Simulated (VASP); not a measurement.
# C (C2/m) in VASP: a series of runs

Runs on C. Level: PBEsol. Tasks: elastic constants.

All numbers are computed with VASP 6.6.1; they aren't measurements. Logs are shortened: lines on timing, memory, paths and dates and some standing lists are left out, and cuts for length are marked.

## (1) The cell of the first run

The typed cell holds 2 atoms: a = 2.459 Å, b = 2.459 Å, c = 3.910 Å, α = 108.24°, β = 108.24°, γ = 60.00°.

## (2) Elastic constants, PBEsol

Contents of INCAR:

```
PREC = Accurate
ENCUT = 600
EDIFF = 1E-8
ISMEAR = 0
SIGMA = 0.01
LREAL = F
LASPH = T
NELM = 100
ALGO = Normal
ISIF = 3
LWAVE = F
LCHARG = T
GGA = PS
IBRION = 6
NFREE = 2
POTIM = 0.015
NSW = 1
```

Contents of KPOINTS:

```
Automatic mesh
0
Gamma
  10 10 6
```

Contents of POSCAR:

```
C
1.0
    2.1294163077     -1.2294270350     -0.0096825278
    2.1294163077      1.2294270350     -0.0096825278
   -1.3963715765      0.0000000000      3.6516720855
C
2
Direct
    0.8333465325      0.8333465325      0.0000398525
    0.1666534675      0.1666534675      0.9999601475
```

Potentials or basis: VASP PAW PBE potentials, release 64 (C).

The run is started by

```console
$ cat potpaw_PBE.64/C/POTCAR > POTCAR
$ mpirun -np 1 vasp_std > vasp.out
```

OUTCAR:

```text
PREC = Accurate
   ENCUT = 600
   EDIFF = 1E-8
   ISMEAR = 0
   LREAL = F
   LASPH = T
   NELM = 100
   ISIF = 3
   GGA = PS
   IBRION = 6
   NFREE = 2
   POTIM = 0.015
   NSW = 1

 ion  position               nearest neighbor table
   1  0.833  0.833  0.000-   2 1.42   2 1.42   2 1.42
   2  0.167  0.167  1.000-   1 1.42   1 1.42   1 1.42

  LATTYP: Found a base centered monoclinic cell.
 ALAT       =     4.2588766420
 B/A-ratio  =     0.5773480372
 C/A-ratio  =     0.9179762528
 COS(beta)  =    -0.3614129774

  Lattice vectors:

 A1 = (   2.1294163077,  -1.2294270350,  -0.0096825278)
 A2 = (   2.1294163077,   1.2294270350,  -0.0096825278)
 A3 = (  -1.3963715765,   0.0000000000,   3.6516720855)

Analysis of symmetry for initial positions (statically):
=====================================================================
 Subroutine PRICEL returns:
 Original cell was already a primitive cell.

 Routine SETGRP: Setting up the symmetry group for a
 base centered monoclinic supercell.

 Subroutine GETGRP returns: Found  4 space group operations
 (whereof  4 operations were pure point group operations)
 out of a pool of  4 trial point group operations.

The static configuration has the point symmetry C_2h.

Analysis of symmetry for dynamics (positions and initial velocities):
=====================================================================
 Subroutine PRICEL returns:
 Original cell was already a primitive cell.

 Routine SETGRP: Setting up the symmetry group for a
 base centered monoclinic supercell.

 Subroutine GETGRP returns: Found  4 space group operations
 (whereof  4 operations were pure point group operations)
 out of a pool of  4 trial point group operations.

The dynamic configuration has the point symmetry C_2h.

 Subroutine INISYM returns: Found  4 space group operations
 (whereof  4 operations are pure point group operations),
 and found     1 'primitive' translations

----------------------------------------------------------------------------------------

                                     Primitive cell

  volume of cell :      19.0866

  direct lattice vectors                    reciprocal lattice vectors
     2.129416308 -1.229427035 -0.009682528     0.235215109 -0.406693513  0.089944465
     2.129416308  1.229427035 -0.009682528     0.235215109  0.406693513  0.089944465
    -1.396371576  0.000000000  3.651672085     0.001247361  0.000000000  0.274324133

  length of vectors
     2.458861199  2.458861199  3.909547621     0.478346912  0.478346912  0.274326969

  position of ions in fractional coordinates (direct lattice)
     0.833346533  0.833346533  0.000039853
     0.166653467  0.166653467  0.999960147

  ion indices of the primitive-cell ions
   primitive index   ion index
                 1           1
                 2           2

----------------------------------------------------------------------------------------

 KPOINTS: Automatic mesh

Automatic generation of k-mesh.
 Grid dimensions read from file:
 generate k-points for:   10   10    6

 Generating k-lattice:

  Cartesian coordinates                     Fractional coordinates (reciprocal lattice)
     0.023521511 -0.040669351  0.008994447     0.100000000  0.000000000  0.000000000
     0.023521511  0.040669351  0.008994447     0.000000000  0.100000000  0.000000000
[... 114 lines left out ...]
  -------------------------------------------------------------------------------------
  Total        0.0519479      0.0519392     -0.0251271      0.0000000      0.0000000     -0.0007258
  in kB        4.3606291      4.3598961     -2.1092249      0.0000000      0.0000000     -0.0609220
  external PRESSURE =       2.2037668 kB  Pullay stress =       0.0000000 kB
[... 89 lines left out ...]
  FREE ENERGIE OF THE ION-ELECTRON SYSTEM (eV)
  ---------------------------------------------------
  free  energy   TOTEN  =       -19.2838774787 eV

  energy  without entropy=      -19.2838774787  energy(sigma->0) =      -19.28387748

 E-fermi :   3.5555     XC(G=0): -10.0813

 val. band max:        3.4082456450   @ k =  -0.3000   0.3000   0.0000
 cond. band min:       4.8816284272   @ k =  -0.3000   0.4000   0.3333
 fundamental gap:      1.4733827822
 Fermi energy:         3.5555458366

 k-point     1 :       0.0000    0.0000    0.0000
  band No.  band energies     occupation
      1     -15.5541      2.00000
      2      -2.8898      2.00000
      3       1.0903      2.00000
      4       1.0905      2.00000
      5       7.6362      0.00000
      6      12.4431      0.00000
      7      12.4436      0.00000
      8      15.5779      0.00000
[... 243 lines left out ...]
 k-point    24 :       0.4000    0.3000    0.0000
  band No.  band energies     occupation
      1     -12.4422      2.00000
      2      -5.8505      2.00000
      3      -2.5575      2.00000
      4      -0.0800      2.00000
      5       8.1711      0.00000
      6      12.6100      0.00000
      7      13.2425      0.00000
      8      19.1769      0.00000

 [... further k-points ...]

[... ionic steps 4 to 16 ...]

--------------------------------------- Ionic step       17  -------------------------------------------

 number of electron       8.0000000 magnetization

------------------------ aborting loop because EDIFF is reached ----------------------------------------
[... 67 lines left out ...]
--------------------------------------- Ionic step       19  -------------------------------------------

 number of electron       8.0000000 magnetization

 Free energy of the ion-electron system (eV)
  ---------------------------------------------------
  ext. energy  EPLUGINS =         0.00000000
  ---------------------------------------------------
  free energy    TOTEN  =       -19.29674206 eV

  energy without entropy =      -19.29674206  energy(sigma->0) =      -19.29674206

 E-fermi :   3.2916     XC(G=0):  -9.9739

 val. band max:        3.2474419015   @ k =  -0.3000   0.3000   0.0000
 cond. band min:       4.7839596402   @ k =  -0.3000   0.4000   0.3333
 fundamental gap:      1.5365177387
 Fermi energy:         3.2915812167

 k-point     1 :       0.0000    0.0000    0.0000
  band No.  band energies     occupation
      1     -15.6676      2.00000
      2      -3.0753      2.00000
      3       0.9654      2.00000
      4       0.9673      2.00000
      5       7.4318      0.00000
      6      12.3157      0.00000
      7      12.3187      0.00000
      8      15.4641      0.00000
[... 282 lines left out ...]
  FREE ENERGIE OF THE ION-ELECTRON SYSTEM (eV)
  ---------------------------------------------------
  free  energy   TOTEN  =       -19.2967420551 eV

  energy  without entropy=      -19.2967420551  energy(sigma->0) =      -19.29674206

 INTERNAL STRAIN TENSORS FROM STRAINED CELLS
 ============================================

 INTERNAL STRAIN TENSOR FOR ION    1 for displacements in x,y,z  (eV/Angst):
          X           Y           Z          XY          YZ          ZX
  --------------------------------------------------------------------------------
  x    13.51098   -13.46835     0.00182     0.00007    -0.00106    -0.10107
  y     0.00000     0.00000     0.00000   -13.42504     0.02283     0.00000
  z    -0.04137     0.08181    -0.05502    -0.00005     0.00003    -0.00110

 INTERNAL STRAIN TENSORS FROM DISPLACED ATOMS
 ============================================

 INTERNAL STRAIN TENSOR FOR ION    1 for displacements in x,y,z  (eV/Angst):
          X           Y           Z          XY          YZ          ZX
  --------------------------------------------------------------------------------
  x    13.45136   -13.41729    -0.00180     0.00000     0.00000    -0.09955
  y     0.00000     0.00000     0.00000   -13.43502     0.02262     0.00000
  z    -0.04114     0.08118    -0.05648     0.00000     0.00000    -0.00128

 INTERNAL STRAIN TENSOR FOR ION    2 for displacements in x,y,z  (eV/Angst):
          X           Y           Z          XY          YZ          ZX
  --------------------------------------------------------------------------------
  x   -13.45136    13.41729     0.00180     0.00000     0.00000     0.09955
  y     0.00000     0.00000     0.00000    13.43502    -0.02262     0.00000
  z     0.04114    -0.08118     0.05648     0.00000     0.00000     0.00128

 Eigenvectors and eigenvalues of the dynamical matrix
 ----------------------------------------------------

   1 f  =   47.637303 THz   299.313999 2PiTHz 1589.009372 cm-1   197.011964 meV
             X         Y         Z           dx          dy          dz
      3.549028  0.000000 -0.015992    -0.707099    0.000000    0.003224
     -0.686567  0.000000  3.648299     0.707099   -0.000000   -0.003224
[... 11 lines left out ...]
   4 f  =    0.000000 THz     0.000003 2PiTHz    0.000013 cm-1     0.000002 meV
             X         Y         Z           dx          dy          dz
      3.549028  0.000000 -0.015992     0.707025    0.010720    0.000867
     -0.686567  0.000000  3.648299     0.707025    0.010720    0.000867

   5 f/i=    0.000001 THz     0.000004 2PiTHz    0.000022 cm-1     0.000003 meV
             X         Y         Z           dx          dy          dz
      3.549028  0.000000 -0.015992     0.009612   -0.655412    0.265223
     -0.686567  0.000000  3.648299     0.009612   -0.655412    0.265223

   6 f/i=    0.000001 THz     0.000006 2PiTHz    0.000031 cm-1     0.000004 meV
             X         Y         Z           dx          dy          dz
      3.549028  0.000000 -0.015992    -0.004825    0.265181    0.655481
     -0.686567  0.000000  3.648299    -0.004825    0.265181    0.655481

--------------------------------------------------------------------------------------------------------

 ELASTIC MODULI CONTR FROM IONIC RELAXATION (kBar)
 Direction    XX          YY          ZZ          XY          YZ          ZX
 --------------------------------------------------------------------------------
 XX        -272.3815    271.6914      0.0369      0.0000     -0.0000      2.0158
 YY         271.6914   -271.0110     -0.0254     -0.0000      0.0000     -2.0103
 ZZ           0.0369     -0.0254     -0.0160      0.0000     -0.0000     -0.0007
 XY           0.0000     -0.0000      0.0000   -271.7230      0.4576     -0.0000
 YZ          -0.0000      0.0000     -0.0000      0.4576     -0.0008      0.0000
 ZX           2.0158     -2.0103     -0.0007     -0.0000      0.0000     -0.0149
 --------------------------------------------------------------------------------

 TOTAL ELASTIC MODULI (kBar)
 Direction    XX          YY          ZZ          XY          YZ          ZX
 --------------------------------------------------------------------------------
 XX        9816.0126   1781.9478    -19.7522      0.0000     -0.0000    -52.2204
 YY        1781.9478   9813.4769    -21.2293     -0.0000      0.0000     -0.4851
 ZZ         -19.7522    -21.2293     74.8585      0.0000     -0.0000     -0.0333
 XY           0.0000     -0.0000      0.0000   4013.5580    -10.4699     -0.0000
 YZ          -0.0000      0.0000     -0.0000    -10.4699      7.4444      0.0000
 ZX         -52.2204     -0.4851     -0.0333     -0.0000      0.0000     13.5214
 --------------------------------------------------------------------------------
```

Run time: 3.4 min. Hardware: 1 thread of AMD EPYC 9R45 (Zen 5), shared host; peak memory 0.18 GiB.

What came out:

```
Voigt bulk modulus            : 258 GPa
Highest phonon frequency at Γ : 1589 cm⁻¹
```

Phonon frequencies in cm⁻¹ (negative: imaginary):
```
              q point          frequencies
(0.000, 0.000, 0.000)  0 0 0 871 1589 1589
```

Elastic tensor in Voigt notation (GPa, in the Cartesian axes of the cell as first typed):
```
982 178  -2   0  -5   0
178 981  -2   0   0   0
 -2  -2   7   0   0   0
  0   0   0   1   0  -1
 -5   0   0   0   1   0
  0   0   0  -1   0 401
```

Clamped-ion elastic tensor (GPa):
```
1009  151   -2    0   -5    0
 151 1008   -2    0    0    0
  -2   -2    7    0    0    0
   0    0    0    1    0   -1
  -5    0    0    0    1    0
   0    0    0   -1    0  429
```

Caveat: the PAW data sets were made with another functional, which shifts forces and pressure a little; this functional lacks dispersion, which binds the layers, so the pressure and a relaxed spacing across them are unreliable.

(Continued in part 2 of 2.)
